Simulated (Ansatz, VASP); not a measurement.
**Two plane-wave programs on HfC**

File INCAR:

```
ALGO     = Normal         # electronic algorithm
EDIFF    = 1E-7           # SCF threshold, eV
ENCUT    = 520            # plane-wave cutoff, eV
GGA      = PE             # functional
ISIF     = 2              # what is computed and relaxed
ISMEAR   = 0              # smearing method
LASPH    = T              # aspherical terms in the spheres
LCHARG   = F              # write CHGCAR
LREAL    = F              # projectors in reciprocal space
LWAVE    = F              # write WAVECAR
NBANDS   = 14             # bands
NELM     = 100            # most SCF steps
PREC     = Accurate       # precision mode
SIGMA    = 0.15           # smearing width, eV
```

Contents of KPOINTS:

```
k-points
0
Gamma
  18 18 18
```

The input POSCAR:

```
HfC
1.0
    0.0000000000      2.3250000000      2.3250000000
    2.3250000000      0.0000000000      2.3250000000
    2.3250000000      2.3250000000      0.0000000000
Hf C
1 1
Direct
    0.5000000000      0.4139784946      0.5000000000
    0.0000000000      0.0000000000      0.0000000000
```

Input for Ansatz:

```yaml
crystal:
  lattice:
    - [0.0, 2.325, 2.325]
    - [2.325, 0.0, 2.325]
    - [2.325, 2.325, 0.0]
  atoms:
    - { symbol: Hf, position: [0.5, 0.4139784946, 0.5] }
    - { symbol: C, position: [0.0, 0.0, 0.0] }
basis:
  ecutwfc: 420
kpoints:
  mp_grid: { grid: [18, 18, 18] }
hamiltonian:
  xc: pbe
scf:
  occupations: { method: gaussian, width: 0.15 }
output:
  forces: true
  stress: true
  eigenvalues: true
```

Alike in both runs: task single point; functional PBE; k mesh 18 × 18 × 18; occupations gaussian, width 0.15 eV; no spin polarisation.

|  | VASP | Ansatz |
| --- | --- | --- |
| version | VASP 6.6.1 | Ansatz 0.2.0 |
| potentials or method | VASP PAW PBE potentials, release 64 (Hf_pv, C), cutoff 520 eV | scalar-relativistic, plane waves, PAW |
| valence electrons in the cell | 14 | 30 |

VASP gave:

```
gap on the k mesh at the Fermi level (eV)                     : 0.25
least direct gap on the mesh (eV)                             : 0.57
pressure (GPa)                                                : 6.7
traceless stress, the component that is largest in VASP (GPa) : -8.79
rms of the force components (eV/Å)                            : 1.258
```

Problem. What did Ansatz give for the same quantities?

Solution. gap on the k mesh at the Fermi level (eV): 0.22; least direct gap on the mesh (eV): 0.56; pressure (GPa): 7.3; traceless stress, the component that is largest in VASP (GPa): -8.66; rms of the force components (eV/Å): 1.260.

Atom by atom the forces differ by 0.002 eV/Å (rms over components). VASP's potentials hold 14 valence electrons a cell and Ansatz's 30, so a difference there can come from the potentials and not from the codes.

Spin-orbit coupling is off throughout.
